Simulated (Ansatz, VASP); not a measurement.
# CSO: VASP beside Ansatz

```
O C S
1.0
     7.35823    0.00000    0.00000
     0.00000    7.35823    0.00000
     0.00000    0.00000    7.35823
O C S
6 6 6
Direct
  0.69913 0.55597 0.19379
  0.22496 0.50421 0.23309
  0.53881 0.17425 0.82422
  0.01496 0.65526 0.59844
  0.85866 0.27610 0.58806
  0.67564 0.89447 0.50691
  0.67644 0.61118 0.04759
  0.30743 0.46655 0.36251
  0.48798 0.13488 0.96841
  0.11711 0.77243 0.62417
  0.91700 0.28857 0.73397
  0.78421 0.92140 0.39576
  0.64697 0.68721 0.85226
  0.42031 0.41612 0.53402
  0.42014 0.08182 0.16092
  0.25237 0.93114 0.65696
  0.99616 0.30789 0.92935
  0.92730 0.95663 0.24460
```

Alike in both runs: functional LDA; k mesh 1 × 1 × 1; occupations fermi-dirac, width 0.05 eV; no spin polarisation.

Ansatz relaxed the structure, and its values are those at the end. VASP's run is a single point on that final structure, the one shown.

```csv
,VASP,Ansatz
version,VASP 6.6.1,Ansatz 0.2.0
potentials or method,"VASP PAW LDA potentials, release 64 (O, C, S), cutoff 520 eV","scalar-relativistic, plane waves, PAW"
valence electrons in the cell,96,96
```

```tsv
	VASP	Ansatz	Ansatz less VASP
gap on the k mesh at the Fermi level (eV)	4.46	4.46	-0.005
rms of the force components (eV/Å)	0.485	0.042	-0.4429
```

LDA's correlation is that of Perdew and Zunger in VASP and of Perdew and Wang (1992) in Ansatz. One of these differences is far larger than is usual between the two programs; its cause wasn't traced.

Noted on VASP's run: the standard files for N, O and F lose accuracy on very short bonds.
